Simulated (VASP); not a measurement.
# C (Im-3m) in VASP: further runs

C is run at these levels: PBEsol; tasks: single point, relaxation of cell and atoms.

Everything below comes from runs of VASP 6.6.1. Logs are shortened: lines on timing, memory, paths and dates and some standing lists are left out, and cuts for length are marked.

### 1 The cell of the first run

It takes space group Im-3m (No. 229, cubic). The conventional cell has a = 2.343 Å, b = 2.343 Å, c = 2.343 Å, α = 90.00°, β = 90.00°, γ = 90.00°. Within 2.7 Å of C (site symmetry m-3m) lie 14 C at 2.03 to 2.34 Å.

### 2 Single point, PBEsol

Contents of INCAR:

```
SYSTEM = C
ALGO = Normal
EDIFF = 1E-6
ENCUT = 520
GGA = PS
ISIF = 2
ISMEAR = 0
LASPH = .TRUE.
LCHARG = .TRUE.
LELF = .TRUE.
LREAL = .FALSE.
LVHAR = .TRUE.
LWAVE = .FALSE.
NBANDS = 26
NELM = 80
PREC = Accurate
SIGMA = 0.1
```

Contents of KPOINTS:

```
k-points
0
G
  8 8 8
  0 0 0
```

Contents of POSCAR:

```
C
1.0
   -2.3425844075      2.3425844075      2.3425844075
    2.3425844075     -2.3425844075      2.3425844075
    2.3425844075      2.3425844075     -2.3425844075
C
8
Direct
    0.0000000000      0.0000000000      0.0000000000
    1.0000000000      1.0000000000      0.5000000000
    0.0000000000      0.5000000000      1.0000000000
    0.0000000000      0.5000000000      0.5000000000
    0.5000000000      0.0000000000      0.0000000000
    0.5000000000      0.0000000000      0.5000000000
    0.5000000000      0.5000000000      0.0000000000
    0.5000000000      0.5000000000      0.5000000000
```

Potentials or basis: VASP PAW PBE potentials, release 64 (C).

Launch:

```console
cat potpaw_PBE.64/C/POTCAR > POTCAR
mpirun -np 1 vasp_std > vasp.out
```

OUTCAR:

```text
SYSTEM = C
   EDIFF = 1E-6
   ENCUT = 520
   GGA = PS
   ISIF = 2
   ISMEAR = 0
   LASPH = .TRUE.
   LREAL = .FALSE.
   NELM = 80
   PREC = Accurate

 ion  position               nearest neighbor table
   1  0.000  0.000  0.000-   2 2.03   3 2.03   5 2.03   8 2.03   2 2.03   3 2.03   5 2.03   8 2.03

   2  0.000  0.000  0.500-   1 2.03   4 2.03   6 2.03   7 2.03   1 2.03   4 2.03   6 2.03   7 2.03

   3  0.000  0.500  0.000-   1 2.03   4 2.03   6 2.03   7 2.03   4 2.03   1 2.03   7 2.03   6 2.03

   4  0.000  0.500  0.500-   2 2.03   3 2.03   5 2.03   8 2.03   3 2.03   2 2.03   8 2.03   5 2.03

   5  0.500  0.000  0.000-   1 2.03   4 2.03   6 2.03   7 2.03   6 2.03   7 2.03   1 2.03   4 2.03

   6  0.500  0.000  0.500-   2 2.03   3 2.03   5 2.03   8 2.03   5 2.03   8 2.03   2 2.03   3 2.03

   7  0.500  0.500  0.000-   2 2.03   3 2.03   5 2.03   8 2.03   8 2.03   5 2.03   3 2.03   2 2.03

   8  0.500  0.500  0.500-   1 2.03   4 2.03   6 2.03   7 2.03   7 2.03   6 2.03   4 2.03   1 2.03

  LATTYP: Found a body centered cubic cell.
 ALAT       =     4.6851688150

  Lattice vectors:

 A1 = (  -2.3425844075,   2.3425844075,   2.3425844075)
 A2 = (   2.3425844075,  -2.3425844075,   2.3425844075)
 A3 = (   2.3425844075,   2.3425844075,  -2.3425844075)

Analysis of symmetry for initial positions (statically):
=====================================================================
 Subroutine PRICEL returns following result:

  LATTYP: Found a body centered cubic cell.
 ALAT       =     2.3425844075

  Lattice vectors:

 A1 = (  -1.1712922037,   1.1712922037,   1.1712922037)
 A2 = (   1.1712922037,  -1.1712922037,   1.1712922037)
 A3 = (   1.1712922037,   1.1712922037,  -1.1712922037)

   8 primitive cells build up your supercell.

 Routine SETGRP: Setting up the symmetry group for a
 body centered cubic supercell.

 Subroutine GETGRP returns: Found 48 space group operations
 (whereof 48 operations were pure point group operations)
 out of a pool of 48 trial point group operations.

The static configuration has the point symmetry O_h .

Analysis of symmetry for dynamics (positions and initial velocities):
=====================================================================
 Subroutine PRICEL returns following result:

  LATTYP: Found a body centered cubic cell.
 ALAT       =     2.3425844075

  Lattice vectors:

 A1 = (  -1.1712922037,   1.1712922037,   1.1712922037)
 A2 = (   1.1712922037,  -1.1712922037,   1.1712922037)
 A3 = (   1.1712922037,   1.1712922037,  -1.1712922037)

   8 primitive cells build up your supercell.

 Routine SETGRP: Setting up the symmetry group for a
 body centered cubic supercell.

 Subroutine GETGRP returns: Found 48 space group operations
 (whereof 48 operations were pure point group operations)
 out of a pool of 48 trial point group operations.

The dynamic configuration has the point symmetry O_h .

 Subroutine INISYM returns: Found 48 space group operations
 (whereof 48 operations are pure point group operations),
 and found     8 'primitive' translations

----------------------------------------------------------------------------------------

                                     Primitive cell

  volume of cell :       6.4277

  direct lattice vectors                    reciprocal lattice vectors
    -1.171292204  1.171292204  1.171292204     0.000000000  0.426878962  0.426878962
     1.171292204 -1.171292204  1.171292204     0.426878962  0.000000000  0.426878962
     1.171292204  1.171292204 -1.171292204     0.426878962  0.426878962  0.000000000

  length of vectors
     2.028737607  2.028737607  2.028737607     0.603698017  0.603698017  0.603698017

  position of ions in fractional coordinates (direct lattice)
     0.000000000  0.000000000  0.000000000

  ion indices of the primitive-cell ions
   primitive index   ion index
                 1           1

----------------------------------------------------------------------------------------

 KPOINTS: k-points

Automatic generation of k-mesh.
 Grid dimensions read from file:
 generate k-points for:    8    8    8

 Generating k-lattice:

  Cartesian coordinates                     Fractional coordinates (reciprocal lattice)
     0.000000000  0.026679935  0.026679935     0.125000000  0.000000000  0.000000000
     0.026679935  0.000000000  0.026679935     0.000000000  0.125000000  0.000000000
     0.026679935  0.026679935  0.000000000     0.000000000  0.000000000  0.125000000

  Length of vectors
     0.037731126  0.037731126  0.037731126

  Shift w.r.t. Gamma in fractional coordinates (k-lattice)
     0.000000000  0.000000000  0.000000000

 Subroutine IBZKPT returns following result:
 ===========================================

 Found     29 irreducible k-points:

 Following reciprocal coordinates:
            Coordinates               Weight
  0.000000  0.000000  0.000000      1.000000
  0.125000  0.000000  0.000000     12.000000
  0.250000  0.000000  0.000000     12.000000
  0.375000  0.000000  0.000000     12.000000
  0.500000  0.000000  0.000000      6.000000
  0.125000  0.125000  0.000000     24.000000
[... 16 lines left out ...]
 -0.250000  0.250000  0.250000      6.000000
 -0.375000  0.375000  0.250000     24.000000
 [... further k-points ...]
   k-points           NKPTS =     29   k-points in BZ     NKDIM =     29   number of bands    NBANDS=     26
   number of dos      NEDOS =    301   number of ions     NIONS =      8
   total plane-waves  NPLWV =  27000
   dimension x,y,z NGX =    30 NGY =   30 NGZ =   30
   dimension x,y,z NGXF=    60 NGYF=   60 NGZF=   60
   ions per type =               8
   NGX,Y,Z   is equivalent  to a cutoff of  12.29, 12.29, 12.29 a.u.
   NGXF,Y,Z  is equivalent  to a cutoff of  24.58, 24.58, 24.58 a.u.
 SYSTEM =  C
   PREC   = accura    normal or accurate (medium, high low for compatibility)
   ISTART =      0    job   : 0-new  1-cont  2-samecut
   ICHARG =      2    charge: 1-file 2-atom 10-const
   ISPIN  =      1    spin polarized calculation?
   LNONCOLLINEAR =      F non collinear calculations
   LSORBIT =      F    spin-orbit coupling
   LASPH  =      T    aspherical Exc in radial PAW
   ENCUT  =  520.0 eV  38.22 Ry    6.18 a.u.   7.54  7.54  7.54*2*pi/ulx,y,z
   NELM   =     80;   NELMIN=  2; NELMDL= -5     # of ELM steps
   EDIFF  = 0.1E-05   stopping-criterion for ELM
   LREAL  =      F    real-space projection
   EDIFFG = 0.1E-04   stopping-criterion for IOM
   NSW    =      0    number of steps for IOM
   IBRION =     -1    ionic relax: 0-MD 1-quasi-New 2-CG
   NFREE  =      0    steps in history (QN), initial steepest desc. (CG)
   ISIF   =      2    stress and relaxation
   ISYM   =      2    0-nonsym 1-usesym 2-fastsym
   POTIM  = 0.5000    time-step for ionic-motion
   TEBEG  =    0.0;   TEEND  =   0.0 temperature during run
   PSTRESS=    0.0 pullay stress
   NELECT =      32.0000    total number of electrons
   NUPDOWN=      -1.0000    fix difference up-down
   EMIN   =  10.00;   EMAX   =-10.00  energy-range for DOS
   EFERMI =   0.00;   METHOD = LEGACY
   ISMEAR =     0;   SIGMA  =   0.10  broadening in eV -4-tet -1-fermi 0-gaus
   EFERMI_NEDOS =   21; number of points for ismear=-14 and -15
   IALGO  =     38    algorithm
   IMIX   =      4    mixing-type and parameters
     AMIX     =   0.40;   BMIX     =  1.00
     AMIX_MAG =   1.60;   BMIX_MAG =  1.00
  volume/ion in A,a.u.               =       6.43        43.38
  Fermi-wavevector in a.u.,A,eV,Ry     =   1.397686  2.641243 26.579332  1.953526
  Thomas-Fermi vector in A             =   2.520918
   LORBIT       =      0    0 simple, 1 ext, 2 COOP (PROOUT), +10 PAW based schemes
   GGA     = PS    functional components
   LHFCALC =     F    Hartree Fock is set to
   AEXX    =    0.0000 exact exchange contribution
   IVDW    =     0    specifies the selected vdW correction
   LEPSILON=     F    determine dielectric tensor
   LRPA    =     F    only Hartree local field effects (RPA)
 non-spin polarized calculation
 Gauss-broadening in eV      SIGMA  =   0.10
  energy-cutoff  :      520.00
  volume of cell :       51.42
 maximum number of plane-waves:      1409
   NGX = 15   NGY = 15   NGZ = 15

 number of electron      31.9999999 magnetization

 Free energy of the ion-electron system (eV)
  ---------------------------------------------------
  ext. energy  EPLUGINS =         0.00000000
  ---------------------------------------------------
  free energy    TOTEN  =       -43.40313172 eV

  energy without entropy =      -43.38281921  energy(sigma->0) =      -43.39297547

 E-fermi :   9.0185     XC(G=0): -13.4071

 val. band max:        9.0145574956   @ k =  -0.3750   0.5000   0.2500
 cond. band min:       9.1013397264   @ k =  -0.3750   0.3750   0.1250
 fundamental gap:      0.0867822308
 Fermi energy:         9.0184905460

 k-point     1 :       0.0000    0.0000    0.0000
  band No.  band energies     occupation
      1     -11.1388      2.00000
      2      -0.2541      2.00000
      3      -0.2541      2.00000
      4      -0.2541      2.00000
      5      -0.2541      2.00000
      6      -0.2541      2.00000
[... 18 lines left out ...]
     25      17.0087      0.00000
     26      17.0087      0.00000

 k-point     2 :       0.1250    0.0000    0.0000
  band No.  band energies     occupation
      1     -10.9592      2.00000
      2      -2.5048      2.00000
      3      -1.1506      2.00000
      4      -1.1506      2.00000
      5      -1.1506      2.00000
      6      -1.1506      2.00000
[... 18 lines left out ...]
     25      16.6332      0.00000
[... 608 lines left out ...]
     25      12.8820      0.00000
     26      16.3476      0.00000

 k-point    24 :      -0.3750    0.3750    0.2500
  band No.  band energies     occupation
      1      -8.8138      2.00000
      2      -5.9827      2.00000
      3      -4.5848      2.00000
      4      -4.5848      2.00000
      5      -3.2045      2.00000
      6      -0.5255      2.00000
[... 18 lines left out ...]
     25      13.5819      0.00000
     26      14.7778      0.00000

 [... further k-points ...]

------------------------ aborting loop because EDIFF is reached ----------------------------------------

  FORCE on cell =-STRESS in cart. coord.  units (eV):
  Direction    XX          YY          ZZ          XY          YZ          ZX
  --------------------------------------------------------------------------------------
  -------------------------------------------------------------------------------------
  Total       -0.2640339     -0.2640339     -0.2640339      0.0000000     -0.0000000      0.0000000
  in kB       -8.2266802     -8.2266802     -8.2266802      0.0000000     -0.0000000      0.0000000
  external PRESSURE =      -8.2266802 kB  Pullay stress =       0.0000000 kB

 VOLUME and BASIS-vectors are now :
 -----------------------------------------------------------------------------
  energy-cutoff  :      520.00
  volume of cell :       51.42
      direct lattice vectors                 reciprocal lattice vectors
    -2.342584407  2.342584407  2.342584407     0.000000000  0.213439481  0.213439481
     2.342584407 -2.342584407  2.342584407     0.213439481  0.000000000  0.213439481
     2.342584407  2.342584407 -2.342584407     0.213439481  0.213439481  0.000000000

 POSITION                                       TOTAL-FORCE (eV/Angst)
 -----------------------------------------------------------------------------------
      0.00000      0.00000      0.00000        -0.000000      0.000000      0.000000
      1.17129      1.17129     -1.17129        -0.000000      0.000000     -0.000000
      1.17129     -1.17129      1.17129         0.000000      0.000000     -0.000000
      2.34258      0.00000      0.00000        -0.000000      0.000000      0.000000
     -1.17129      1.17129      1.17129        -0.000000     -0.000000      0.000000
      0.00000      2.34258      0.00000         0.000000     -0.000000      0.000000
      0.00000      0.00000      2.34258         0.000000      0.000000     -0.000000
      1.17129      1.17129      1.17129        -0.000000     -0.000000     -0.000000
 -----------------------------------------------------------------------------------
    total drift:                                0.000000      0.000000      0.000000

  FREE ENERGIE OF THE ION-ELECTRON SYSTEM (eV)
  ---------------------------------------------------
  free  energy   TOTEN  =       -43.4031317176 eV

  energy  without entropy=      -43.3828192138  energy(sigma->0) =      -43.39297547
```

Wall time 26 s (1 thread of Intel Xeon 6975P-C, shared host); peak memory 0.17 GiB.

What came out:

```yaml
Free_energy: -43.4031 eV
Pressure: -0.8 GPa
Band_gap_on_the_k_mesh: zero (band 16 reaches 12.23 eV, above the bottom of band 17 at 8.03 eV)
```

Caveat: the PAW data sets were made with another functional, which shifts forces and pressure a little.

### 3 Single point, PBEsol

This run uses another cell than the first one: it holds 1 atom, not 8.

Contents of INCAR:

```
ALGO     = Normal         # electronic algorithm
EDIFF    = 1E-7           # SCF threshold, eV
ENCUT    = 520            # plane-wave cutoff, eV
GGA      = PS             # functional
ISIF     = 2              # what is computed and relaxed
ISMEAR   = 0              # smearing method
LASPH    = True           # aspherical terms in the spheres
LCHARG   = False          # write CHGCAR
LREAL    = False          # projectors in reciprocal space
LWAVE    = False          # write WAVECAR
NBANDS   = 8              # bands
NELM     = 60             # most SCF steps
PREC     = Accurate       # precision mode
SIGMA    = 0.1            # smearing width, eV
```

Contents of KPOINTS:

```
k-points
0
Gamma
  32 32 32
```

Contents of POSCAR:

```
C
1.0
   -1.1712922038      1.1712922038      1.1712922038
    1.1712922038     -1.1712922038      1.1712922038
    1.1712922038      1.1712922038     -1.1712922038
C
1
Direct
    0.0000000000      0.0000000000      0.0000000000
```

Potentials or basis: VASP PAW PBE potentials, release 64 (C).

Launch:

```console
cat potpaw_PBE.64/C/POTCAR > POTCAR
mpirun -np 1 vasp_std > vasp.out
```

OUTCAR:

```text
EDIFF = 1E-7
   ENCUT = 520
   GGA = PS
   ISIF = 2
   ISMEAR = 0
   LASPH = True
   LREAL = False
   NELM = 60
   PREC = Accurate

 ion  position               nearest neighbor table
   1  0.000  0.000  0.000-

  LATTYP: Found a body centered cubic cell.
 ALAT       =     2.3425844076

  Lattice vectors:

 A1 = (  -1.1712922038,   1.1712922038,   1.1712922038)
 A2 = (   1.1712922038,  -1.1712922038,   1.1712922038)
[... 442 lines left out ...]
      7      43.7969      0.00000
      8      45.6703      0.00000

 [... further k-points ...]

------------------------ aborting loop because EDIFF is reached ----------------------------------------

  FORCE on cell =-STRESS in cart. coord.  units (eV):
  Direction    XX          YY          ZZ          XY          YZ          ZX
  --------------------------------------------------------------------------------------
  -------------------------------------------------------------------------------------
  Total        0.0109258      0.0109258      0.0109258     -0.0000000     -0.0000000      0.0000000
  in kB        2.7233734      2.7233734      2.7233734     -0.0000000     -0.0000000      0.0000000
  external PRESSURE =       2.7233734 kB  Pullay stress =       0.0000000 kB

 VOLUME and BASIS-vectors are now :
 -----------------------------------------------------------------------------
  energy-cutoff  :      520.00
  volume of cell :        6.43
      direct lattice vectors                 reciprocal lattice vectors
    -1.171292204  1.171292204  1.171292204     0.000000000  0.426878962  0.426878962
     1.171292204 -1.171292204  1.171292204     0.426878962  0.000000000  0.426878962
     1.171292204  1.171292204 -1.171292204     0.426878962  0.426878962  0.000000000

 POSITION                                       TOTAL-FORCE (eV/Angst)
 -----------------------------------------------------------------------------------
      0.00000      0.00000      0.00000         0.000000      0.000000      0.000000
 -----------------------------------------------------------------------------------
    total drift:                                0.000000      0.000000     -0.000000

  FREE ENERGIE OF THE ION-ELECTRON SYSTEM (eV)
  ---------------------------------------------------
  free  energy   TOTEN  =        -5.4308438333 eV

  energy  without entropy=       -5.4289757358  energy(sigma->0) =       -5.42990978
```

stdout:

```text
POSCAR found type information on POSCAR C
 POSCAR found :  1 types and       1 ions
 scaLAPACK will be used
 -----------------------------------------------------------------------------
|                                                                             |
|                                                                             |
|     You enforced a specific xc type in the INCAR file but a different       |
|     I HOPE YOU KNOW WHAT YOU ARE DOING!                                     |
|                                                                             |
 -----------------------------------------------------------------------------

 LDA part: xc-table for (Slater+PW92), standard interpolation
 POSCAR, INCAR and KPOINTS ok, starting setup
 FFT: planning ... GRIDC
 FFT: planning ... GRID_SOFT
 FFT: planning ... GRID
 WAVECAR not read
 entering main loop
```

Wall time 14 s (1 thread of Intel Xeon 6975P-C, shared host); peak memory 0.14 GiB.

Results:

* Free energy: -5.4308 eV
* Pressure: 0.3 GPa
* Band gap on the k mesh: zero (band 2 reaches 18.52 eV, above the bottom of band 3 at 3.68 eV)

Levels at points of the mesh, in eV from the Fermi level:
```csv
k point,band 1,band 2,band 3,band 4,band 5,band 6,band 7
"(0.00, 0.00, 0.00)",-20.15,9.52,9.52,9.52,33.85,33.85,33.85
"(0.50, 0.00, 0.00)",-9.26,-8.61,4.64,8.00,22.16,23.07,36.16
"(0.50, 0.50, 0.50)",-1.62,-1.62,-1.62,1.19,11.86,11.86,44.69
```

Caveat: the PAW data sets were made with another functional, which shifts forces and pressure a little.

(Part 1 of 2 ends here.)
